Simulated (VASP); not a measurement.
# TiO2 (P4_2/mnm) in VASP: further runs

TiO2 is run at these levels: PBE; tasks: single point.

Program: VASP 6.6.1. These are calculated values, not measurements. Logs are shortened: lines on timing, memory, paths and dates and some standing lists are left out, and cuts for length are marked.

### 1 The cell of the first run

The structure is tetragonal, space group P4_2/mnm (No. 136). The conventional cell has a = 4.879 Å, b = 4.879 Å, c = 3.114 Å, α = 90.00°, β = 90.00°, γ = 90.00°. Within 2.7 Å of Ti (site symmetry mmm) lie 6 O at 2.06 to 2.11 Å. Within 2.7 Å of O (site symmetry m2m) lie 3 Ti at 2.06 to 2.11 Å and 1 O at 2.69 Å.

### 2 Single point, PBE (volume 12.355 Å^3 an atom, c/a of the conventional cell 0.6383)

Contents of INCAR:

```
SYSTEM = TiO2
ALGO = Normal
EDIFF = 1E-7
ENCUT = 520
GGA = PE
ISIF = 2
ISMEAR = 0
LASPH = .TRUE.
LCHARG = .FALSE.
LREAL = .FALSE.
LWAVE = .FALSE.
NBANDS = 33
NELM = 100
PREC = Accurate
SIGMA = 0.05
```

Contents of KPOINTS:

```
k-points
0
G
  8 8 10
  0 0 0
```

Contents of POSCAR:

```
TiO2
1.0
    4.8789228576      0.0000000000      0.0000000000
    0.0000000000      4.8789228576      0.0000000000
    0.0000000000      0.0000000000      3.1141971101
Ti O
2 4
Direct
    0.0000000000      0.0000000000      0.0000000000
    0.5000000000      0.5000000000      0.5000000000
    0.3050970583      0.3050970583      0.0000000000
    0.1949029417      0.8050970583      0.5000000000
    0.6949029417      0.6949029417      0.0000000000
    0.8050970583      0.1949029417      0.5000000000
```

Potentials or basis: VASP PAW PBE potentials, release 64 (Ti_sv, O).

The run is started by

```console
> cat potpaw_PBE.64/Ti_sv/POTCAR potpaw_PBE.64/O/POTCAR > POTCAR
> mpirun -np 1 vasp_std > vasp.out
```

OUTCAR:

```text
SYSTEM = TiO2
   EDIFF = 1E-7
   ENCUT = 520
   GGA = PE
   ISIF = 2
   ISMEAR = 0
   LASPH = .TRUE.
   LREAL = .FALSE.
   NELM = 100
   PREC = Accurate

 ion  position               nearest neighbor table
   1  0.000  0.000  0.000-   4 2.06   6 2.06   4 2.06   6 2.06   5 2.11   3 2.11
   2  0.500  0.500  0.500-   3 2.06   5 2.06   3 2.06   5 2.06   4 2.11   6 2.11
   3  0.305  0.305  0.000-   2 2.06   2 2.06   1 2.11
   4  0.195  0.805  0.500-   1 2.06   1 2.06   2 2.11
   5  0.695  0.695  0.000-   2 2.06   2 2.06   1 2.11
   6  0.805  0.195  0.500-   1 2.06   1 2.06   2 2.11

  LATTYP: Found a simple tetragonal cell.
 ALAT       =     4.8789228576
 C/A-ratio  =     0.6382960340

  Lattice vectors:

 A1 = (   4.8789228576,   0.0000000000,   0.0000000000)
 A2 = (   0.0000000000,   4.8789228576,   0.0000000000)
 A3 = (   0.0000000000,   0.0000000000,   3.1141971101)

Analysis of symmetry for initial positions (statically):
=====================================================================
 Subroutine PRICEL returns:
 Original cell was already a primitive cell.

 Routine SETGRP: Setting up the symmetry group for a
 simple tetragonal supercell.

 Subroutine GETGRP returns: Found 16 space group operations
 (whereof  8 operations were pure point group operations)
 out of a pool of 16 trial point group operations.

The static configuration has the point symmetry D_2h.
 The point group associated with its full space group is D_4h.

Analysis of symmetry for dynamics (positions and initial velocities):
=====================================================================
 Subroutine PRICEL returns:
 Original cell was already a primitive cell.

 Routine SETGRP: Setting up the symmetry group for a
 simple tetragonal supercell.

 Subroutine GETGRP returns: Found 16 space group operations
 (whereof  8 operations were pure point group operations)
 out of a pool of 16 trial point group operations.

The dynamic configuration has the point symmetry D_2h.
 The point group associated with its full space group is D_4h.

 Subroutine INISYM returns: Found 16 space group operations
 (whereof  8 operations are pure point group operations),
 and found     1 'primitive' translations

----------------------------------------------------------------------------------------

                                     Primitive cell

  volume of cell :      74.1300

  direct lattice vectors                    reciprocal lattice vectors
     4.878922858  0.000000000  0.000000000     0.204963273  0.000000000  0.000000000
     0.000000000  4.878922858  0.000000000     0.000000000  0.204963273  0.000000000
     0.000000000  0.000000000  3.114197110     0.000000000  0.000000000  0.321110053

  length of vectors
     4.878922858  4.878922858  3.114197110     0.204963273  0.204963273  0.321110053

  position of ions in fractional coordinates (direct lattice)
     0.000000000  0.000000000  0.000000000
     0.500000000  0.500000000  0.500000000
     0.305097058  0.305097058  0.000000000
     0.194902942  0.805097058  0.500000000
     0.694902942  0.694902942  0.000000000
     0.805097058  0.194902942  0.500000000

  ion indices of the primitive-cell ions
   primitive index   ion index
                 1           1
                 2           2
                 3           3
                 4           4
                 5           5
                 6           6

----------------------------------------------------------------------------------------

 KPOINTS: k-points

Automatic generation of k-mesh.
 Grid dimensions read from file:
 generate k-points for:    8    8   10

 Generating k-lattice:

  Cartesian coordinates                     Fractional coordinates (reciprocal lattice)
     0.025620409  0.000000000  0.000000000     0.125000000  0.000000000  0.000000000
     0.000000000  0.025620409  0.000000000     0.000000000  0.125000000  0.000000000
     0.000000000  0.000000000  0.032111005     0.000000000  0.000000000  0.100000000

  Length of vectors
     0.025620409  0.025620409  0.032111005

  Shift w.r.t. Gamma in fractional coordinates (k-lattice)
     0.000000000  0.000000000  0.000000000

 Subroutine IBZKPT returns following result:
 ===========================================

 Found     90 irreducible k-points:

 Following reciprocal coordinates:
            Coordinates               Weight
  0.000000  0.000000  0.000000      1.000000
  0.125000  0.000000  0.000000      4.000000
  0.250000  0.000000  0.000000      4.000000
  0.375000  0.000000  0.000000      4.000000
  0.500000  0.000000  0.000000      2.000000
  0.125000  0.125000  0.000000      4.000000
[... 16 lines left out ...]
  0.375000  0.125000  0.100000     16.000000
  0.500000  0.125000  0.100000      8.000000
 [... further k-points ...]
   k-points           NKPTS =     90   k-points in BZ     NKDIM =     90   number of bands    NBANDS=     33
   number of dos      NEDOS =    301   number of ions     NIONS =      6
   total plane-waves  NPLWV =  31104
   dimension x,y,z NGX =    36 NGY =   36 NGZ =   24
   dimension x,y,z NGXF=    72 NGYF=   72 NGZF=   48
   ions per type =               2   4
   NGX,Y,Z   is equivalent  to a cutoff of  12.27, 12.27, 12.81 a.u.
   NGXF,Y,Z  is equivalent  to a cutoff of  24.53, 24.53, 25.62 a.u.
 SYSTEM =  TiO2
   PREC   = accura    normal or accurate (medium, high low for compatibility)
   ISTART =      0    job   : 0-new  1-cont  2-samecut
   ICHARG =      2    charge: 1-file 2-atom 10-const
   ISPIN  =      1    spin polarized calculation?
   LNONCOLLINEAR =      F non collinear calculations
   LSORBIT =      F    spin-orbit coupling
   LASPH  =      T    aspherical Exc in radial PAW
   ENCUT  =  520.0 eV  38.22 Ry    6.18 a.u.   9.07  9.07  5.79*2*pi/ulx,y,z
   NELM   =    100;   NELMIN=  2; NELMDL= -5     # of ELM steps
   EDIFF  = 0.1E-06   stopping-criterion for ELM
   LREAL  =      F    real-space projection
   EDIFFG = 0.1E-05   stopping-criterion for IOM
   NSW    =      0    number of steps for IOM
   IBRION =     -1    ionic relax: 0-MD 1-quasi-New 2-CG
   NFREE  =      0    steps in history (QN), initial steepest desc. (CG)
   ISIF   =      2    stress and relaxation
   ISYM   =      2    0-nonsym 1-usesym 2-fastsym
   POTIM  = 0.5000    time-step for ionic-motion
   TEBEG  =    0.0;   TEEND  =   0.0 temperature during run
   PSTRESS=    0.0 pullay stress
   NELECT =      48.0000    total number of electrons
   NUPDOWN=      -1.0000    fix difference up-down
   EMIN   =  10.00;   EMAX   =-10.00  energy-range for DOS
   EFERMI =   0.00;   METHOD = LEGACY
   ISMEAR =     0;   SIGMA  =   0.05  broadening in eV -4-tet -1-fermi 0-gaus
   EFERMI_NEDOS =   21; number of points for ismear=-14 and -15
   IALGO  =     38    algorithm
   IMIX   =      4    mixing-type and parameters
     AMIX     =   0.40;   BMIX     =  1.00
     AMIX_MAG =   1.60;   BMIX_MAG =  1.00
  volume/ion in A,a.u.               =      12.35        83.38
  Fermi-wavevector in a.u.,A,eV,Ry     =   1.416306  2.676431 27.292254  2.005924
  Thomas-Fermi vector in A             =   2.537655
   LORBIT       =      0    0 simple, 1 ext, 2 COOP (PROOUT), +10 PAW based schemes
   GGA     = PE    functional components
   LHFCALC =     F    Hartree Fock is set to
   AEXX    =    0.0000 exact exchange contribution
   IVDW    =     0    specifies the selected vdW correction
   LEPSILON=     F    determine dielectric tensor
   LRPA    =     F    only Hartree local field effects (RPA)
 non-spin polarized calculation
 Gauss-broadening in eV      SIGMA  =   0.05
  energy-cutoff  :      520.00
  volume of cell :       74.13
 maximum number of plane-waves:      2024
   NGX = 19   NGY = 19   NGZ = 11

 number of electron      48.0000002 magnetization

 Free energy of the ion-electron system (eV)
  ---------------------------------------------------
  ext. energy  EPLUGINS =         0.00000000
  ---------------------------------------------------
  free energy    TOTEN  =       -52.83502266 eV

  energy without entropy =      -52.83502266  energy(sigma->0) =      -52.83502266

 E-fermi :   3.4424     XC(G=0): -10.5188

 val. band max:        3.1743281902   @ k =   0.0000   0.0000   0.0000
 cond. band min:       4.6551531667   @ k =   0.0000   0.0000   0.0000
 fundamental gap:      1.4808249765
 Fermi energy:         3.4423603281

 k-point     1 :       0.0000    0.0000    0.0000
  band No.  band energies     occupation
      1     -54.2886      2.00000
      2     -54.2821      2.00000
      3     -30.4695      2.00000
      4     -30.4695      2.00000
      5     -30.3903      2.00000
      6     -30.3903      2.00000
[... 25 lines left out ...]
     32       8.4221      0.00000
     33       8.4221      0.00000

 k-point     2 :       0.1250    0.0000    0.0000
  band No.  band energies     occupation
      1     -54.2883      2.00000
      2     -54.2824      2.00000
      3     -30.4674      2.00000
      4     -30.4673      2.00000
      5     -30.3927      2.00000
      6     -30.3925      2.00000
[... 25 lines left out ...]
     32       8.3850      0.00000
     33       8.3932      0.00000

 k-point     3 :       0.2500    0.0000    0.0000
  band No.  band energies     occupation
      1     -54.2876      2.00000
      2     -54.2831      2.00000
      3     -30.4618      2.00000
      4     -30.4613      2.00000
      5     -30.3990      2.00000
      6     -30.3986      2.00000
[... 25 lines left out ...]
     32       8.2953      0.00000
     33       8.3178      0.00000

 k-point     4 :       0.3750    0.0000    0.0000
  band No.  band energies     occupation
      1     -54.2866      2.00000
      2     -54.2841      2.00000
      3     -30.4545      2.00000
      4     -30.4539      2.00000
      5     -30.4068      2.00000
      6     -30.4062      2.00000
[... 673 lines left out ...]
     32       7.9744      0.00000
     33       8.2488      0.00000

 k-point    23 :       0.3750    0.1250    0.1000
  band No.  band energies     occupation
      1     -54.2846      2.00000
      2     -54.2824      2.00000
      3     -30.4578      2.00000
      4     -30.4457      2.00000
      5     -30.4117      2.00000
      6     -30.3988      2.00000
[... 25 lines left out ...]
     32       7.8731      0.00000
     33       8.1699      0.00000

 k-point    24 :       0.5000    0.1250    0.1000
  band No.  band energies     occupation
      1     -54.2835      2.00000
      2     -54.2835      2.00000
      3     -30.4505      2.00000
      4     -30.4505      2.00000
      5     -30.4069      2.00000
      6     -30.4069      2.00000
[... 25 lines left out ...]
     32       7.6840      0.00000
     33       8.1863      0.00000

 [... further k-points ...]
[... 5 lines left out ...]
  --------------------------------------------------------------------------------------
  -------------------------------------------------------------------------------------
  Total      -10.0770590    -10.0770590    -13.1655607     -0.0000000      0.0000000      0.0000000
  in kB     -217.7962421   -217.7962421   -284.5482657     -0.0000000      0.0000000      0.0000000
  external PRESSURE =    -240.0469166 kB  Pullay stress =       0.0000000 kB

 VOLUME and BASIS-vectors are now :
 -----------------------------------------------------------------------------
  energy-cutoff  :      520.00
  volume of cell :       74.13
      direct lattice vectors                 reciprocal lattice vectors
     4.878922858  0.000000000  0.000000000     0.204963273  0.000000000  0.000000000
     0.000000000  4.878922858  0.000000000     0.000000000  0.204963273  0.000000000
     0.000000000  0.000000000  3.114197110     0.000000000  0.000000000  0.321110053

 POSITION                                       TOTAL-FORCE (eV/Angst)
 -----------------------------------------------------------------------------------
      0.00000      0.00000      0.00000         0.000000      0.000000      0.000000
      2.43946      2.43946      1.55710         0.000000      0.000000      0.000000
      1.48855      1.48855      0.00000         0.434149      0.434149      0.000000
      0.95092      3.92801      1.55710        -0.434149      0.434149      0.000000
      3.39038      3.39038      0.00000        -0.434149     -0.434149     -0.000000
      3.92801      0.95092      1.55710         0.434149     -0.434149     -0.000000
 -----------------------------------------------------------------------------------
    total drift:                               -0.000000      0.000000     -0.000000

  FREE ENERGIE OF THE ION-ELECTRON SYSTEM (eV)
  ---------------------------------------------------
  free  energy   TOTEN  =       -52.8350226639 eV

  energy  without entropy=      -52.8350226639  energy(sigma->0) =      -52.83502266
```

It took 14 min on 1 thread of AMD EPYC 7R13, shared host; peak memory 0.27 GiB.

Results:

* Free energy: -52.8350 eV
* Pressure: -24.0 GPa
* Largest force: 0.614 eV/Å
* Band gap on the k mesh: 1.48 eV, direct

Forces on the atoms (eV/Å):
```
Ti   0.000  0.000  0.000
Ti   0.000  0.000  0.000
O    0.434  0.434  0.000
O   -0.434  0.434  0.000
O   -0.434 -0.434  0.000
O    0.434 -0.434  0.000
```

 A k mesh can miss the band edges.

### 3 Single point, PBE (volume 12.355 Å^3 an atom, c/a of the conventional cell 0.7201)

Changes to INCAR since step 2:

```diff
@@ -2,3 +2,3 @@
 ALGO = Normal
-EDIFF = 1E-7
+EDIFF = 1E-6
 ENCUT = 520
@@ -12,3 +12,3 @@
 NBANDS = 33
-NELM = 100
+NELM = 60
 PREC = Accurate
```

KPOINTS is that of step 2.

Changes to POSCAR since step 2:

```diff
@@ -2,5 +2,5 @@
 1.0
-    4.8789228576      0.0000000000      0.0000000000
-    0.0000000000      4.8789228576      0.0000000000
-    0.0000000000      0.0000000000      3.1141971101
+    4.6866990099      0.0000000000      0.0000000000
+    0.0000000000      4.6866990099      0.0000000000
+    0.0000000000      0.0000000000      3.3748919570
 Ti O
```

Potentials or basis: VASP PAW PBE potentials, release 64 (Ti_sv, O).

The run is started by

```console
> cat potpaw_PBE.64/Ti_sv/POTCAR potpaw_PBE.64/O/POTCAR > POTCAR
> mpirun -np 1 vasp_std > vasp.out
```

OUTCAR:

```text
SYSTEM = TiO2
   EDIFF = 1E-6
   ENCUT = 520
   GGA = PE
   ISIF = 2
   ISMEAR = 0
   LASPH = .TRUE.
   LREAL = .FALSE.
   NELM = 60
   PREC = Accurate

 ion  position               nearest neighbor table
   1  0.000  0.000  0.000-   3 2.02   5 2.02   4 2.13   6 2.13   4 2.13   6 2.13
   2  0.500  0.500  0.500-   4 2.02   6 2.02   5 2.13   3 2.13   3 2.13   5 2.13
   3  0.305  0.305  0.000-   1 2.02   2 2.13   2 2.13
   4  0.195  0.805  0.500-   2 2.02   1 2.13   1 2.13
   5  0.695  0.695  0.000-   1 2.02   2 2.13   2 2.13
   6  0.805  0.195  0.500-   2 2.02   1 2.13   1 2.13

  LATTYP: Found a simple tetragonal cell.
 ALAT       =     4.6866990099
 C/A-ratio  =     0.7201000000

  Lattice vectors:

 A1 = (   4.6866990099,   0.0000000000,   0.0000000000)
 A2 = (   0.0000000000,   4.6866990099,   0.0000000000)
 A3 = (   0.0000000000,   0.0000000000,   3.3748919570)

Analysis of symmetry for initial positions (statically):
=====================================================================
 Subroutine PRICEL returns:
 Original cell was already a primitive cell.

[... 176 lines left out ...]
  free energy    TOTEN  =       -52.25641468 eV

  energy without entropy =      -52.25641468  energy(sigma->0) =      -52.25641468

 E-fermi :   3.6156     XC(G=0): -10.5582

 val. band max:        3.3261778868   @ k =   0.0000   0.0000   0.0000
 cond. band min:       4.7577714644   @ k =   0.0000   0.0000   0.0000
 fundamental gap:      1.4315935776
 Fermi energy:         3.6155932401

 k-point     1 :       0.0000    0.0000    0.0000
  band No.  band energies     occupation
      1     -54.3002      2.00000
      2     -54.2922      2.00000
      3     -30.5080      2.00000
      4     -30.5080      2.00000
      5     -30.4207      2.00000
      6     -30.3990      2.00000
[... 853 lines left out ...]
     32       7.6639      0.00000
     33       8.1999      0.00000

 [... further k-points ...]
[... 5 lines left out ...]
  --------------------------------------------------------------------------------------
  -------------------------------------------------------------------------------------
  Total       -8.3842398     -8.3842398    -18.9618393      0.0000000      0.0000000      0.0000000
  in kB     -181.2092124   -181.2092124   -409.8236755      0.0000000      0.0000000      0.0000000
  external PRESSURE =    -257.4140334 kB  Pullay stress =       0.0000000 kB

 VOLUME and BASIS-vectors are now :
 -----------------------------------------------------------------------------
  energy-cutoff  :      520.00
  volume of cell :       74.13
      direct lattice vectors                 reciprocal lattice vectors
     4.686699010  0.000000000  0.000000000     0.213369794  0.000000000  0.000000000
     0.000000000  4.686699010  0.000000000     0.000000000  0.213369794  0.000000000
     0.000000000  0.000000000  3.374891957     0.000000000  0.000000000  0.296305782

 POSITION                                       TOTAL-FORCE (eV/Angst)
 -----------------------------------------------------------------------------------
      0.00000      0.00000      0.00000         0.000000      0.000000      0.000000
      2.34335      2.34335      1.68745         0.000000      0.000000      0.000000
      1.42990      1.42990      0.00000        -0.045977     -0.045977     -0.000000
      0.91345      3.77325      1.68745         0.045977     -0.045977      0.000000
      3.25680      3.25680      0.00000         0.045977      0.045977      0.000000
      3.77325      0.91345      1.68745        -0.045977      0.045977      0.000000
 -----------------------------------------------------------------------------------
    total drift:                               -0.000000      0.000000     -0.000000

  FREE ENERGIE OF THE ION-ELECTRON SYSTEM (eV)
  ---------------------------------------------------
  free  energy   TOTEN  =       -52.2564146812 eV

  energy  without entropy=      -52.2564146812  energy(sigma->0) =      -52.25641468
```

OSZICAR:

```text
N       E                     dE             d eps       ncg     rms          rms(c)
DAV:   1     0.631172937653E+03    0.63117E+03   -0.24072E+04  5940   0.165E+03
DAV:   2     0.260545009117E+02   -0.60512E+03   -0.56244E+03  6507   0.492E+02
DAV:   3    -0.673679239866E+02   -0.93422E+02   -0.91361E+02  8263   0.183E+02
[... 13 lines left out ...]
DAV:  17    -0.522566447027E+02    0.13131E-03   -0.13245E-03  9277   0.242E-01    0.154E-01
DAV:  18    -0.522571339135E+02   -0.48921E-03   -0.79131E-04  6919   0.142E-01    0.229E-01
DAV:  19    -0.522564120907E+02    0.72182E-03   -0.30763E-03  6383   0.279E-01    0.289E-02
DAV:  20    -0.522564137972E+02   -0.17065E-05   -0.58352E-05  8352   0.614E-02    0.907E-03
DAV:  21    -0.522564146812E+02   -0.88409E-06   -0.32372E-06  5878   0.160E-02
   1 F= -.52256415E+02 E0= -.52256415E+02  d E =-.124111E-18
```

It took 4.9 min on 1 thread of Intel Xeon 6975P-C (Granite Rapids), shared host; peak memory 0.29 GiB.

What came out:

* Free energy: -52.2564 eV
* Pressure: -25.7 GPa
* Largest force: 0.065 eV/Å
* Band gap on the k mesh: 1.43 eV, direct

Forces in eV/Å, atoms in the order of the input:
```
Ti   0.000  0.000  0.000
Ti   0.000  0.000  0.000
O   -0.046 -0.046  0.000
O    0.046 -0.046  0.000
O    0.046  0.046  0.000
O   -0.046  0.046  0.000
```

(Part 1 of 2 ends here.)
